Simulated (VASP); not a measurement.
BiTe, 2 atoms in the cell. Symmetry: R-3m, No. 166, trigonal system. The conventional cell has a = 4.671 Å, b = 4.671 Å, c = 10.540 Å, α = 90.00°, β = 90.00°, γ = 120.00°. Within 4.2 Å of Bi (site symmetry -3m) lie 6 Te at 3.22 Å. Within 4.2 Å of Te (site symmetry -3m) lie 6 Bi at 3.22 Å.  This cell differs from its parent crystal: ratio of the length along z to the lengths across it x 1.1, volume and fractional coordinates fixed.

| Item | Value |
| --- | --- |
| Program | VASP 6.6.1 |
| Task | single point |
| Functional | r2SCAN |
| Potentials or basis | VASP PAW PBE potentials, release 64 (Bi_d, Te) |
| Cutoff | 520 eV |
| k mesh | 18 × 18 × 18 |
| Occupations | gaussian, width 0.15 eV |
| Spin | no spin polarisation |
| Dipole correction | no |
| Further INCAR settings | ALGO = Normal; EDIFF = 1e-06; NBANDS = 18 |

Potentials or basis: VASP PAW PBE potentials, release 64 (Bi_d, Te).

Command:

```bash
$ cat potpaw_PBE.64/Bi_d/POTCAR potpaw_PBE.64/Te/POTCAR > POTCAR
$ cp INCAR.step1 INCAR
$ mpirun -np 1 vasp_std > vasp.out
$ cp INCAR.step2 INCAR
$ mpirun -np 1 vasp_std > vasp.out
```

Hardware: 1 thread of Oxide Virtual Turin-like Processor, on a shared host.

**Question.** Estimate the wall time of this run.

**Answer.** Run time: 66 min on 1 thread of Oxide Virtual Turin-like Processor, with other jobs on the host, peak memory 0.73 GiB. Counts: k points 580.
